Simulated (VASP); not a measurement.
BeTe:

```
CELL_PARAMETERS angstrom
0.00000 2.80645 2.80645
2.80645 0.00000 2.80645
2.80645 2.80645 0.00000
ATOMIC_POSITIONS crystal
Te 0.75000 0.75000 0.75000
Be 0.00000 0.00000 0.00000
```

Base run:

| Quantity | Value |
| --- | --- |
| Program | VASP 6.6.1 |
| Functional | PBE exchange alone |
| Potentials or basis | VASP PAW PBE potentials, release 64 (Te, Be) |
| Cutoff | 520 eV |
| k mesh | 8 × 8 × 8 |
| Occupations | fermi-dirac, width 0.05 eV |
| Spin | no spin polarisation |

Its results: band gap on the k mesh 2.20 eV, indirect (least direct gap 3.68 eV); pressure 9.5 GPa.

**Question.** The run is repeated on the same cell with these changes: functional from PBE exchange alone to LDA; potentials or basis from VASP PAW PBE potentials, release 64 (Te, Be) to VASP PAW LDA potentials, release 64 (Te, Be). What comes out?

**Answer.** Band gap on the k mesh 1.85 eV, indirect (least direct gap 3.58 eV); pressure -1.6 GPa.

Caveats: spin-orbit coupling is left out, which moves the levels of the heavy elements.

A k mesh can miss the band edges.
